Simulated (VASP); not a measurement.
Input of a VASP 6.6.1 run:

INCAR

```
  PREC = Accurate
  ENCUT = 520
  EDIFF = 1E-7
  ISMEAR = 0
  SIGMA = 0.1
  LREAL = F
  LASPH = T
  NELM = 80
  ALGO = Normal
  ISIF = 2
  LWAVE = F
  LCHARG = F
  GGA = PE
  NBANDS = 21
```

File KPOINTS:

```
regular mesh
0
Gamma
  10 10 10
```

Contents of POSCAR:

```
Si
1.0
    0.0000000000      2.7350468289     -2.7350468289
    5.4700936579      0.0000000000      0.0000000000
   -2.7350468289     -5.4700936579     -2.7350468289
Si
6
Direct
    0.1666666667      0.4166666667      0.3333333333
    0.5000000000      0.7500000000      0.0000000000
    0.8333333333      0.0833333333      0.6666666667
    0.3333333333      0.3333333333      0.6666666667
    0.6666666667      0.6666666667      0.3333333333
    1.0000000000      0.0000000000      1.0000000000
```

Potentials or basis: VASP PAW PBE potentials, release 64 (Si).

Launch:

```bash
$ cat potpaw_PBE.64/Si/POTCAR > POTCAR
$ mpirun -np 1 vasp_std > vasp.out
```

What does it give for the band gap on the k mesh?

0.62 eV.

Predict the pressure.

-0.1 GPa.

Caveat: semilocal functionals underestimate gaps, and a narrow one can read as zero. A k mesh can miss the band edges.
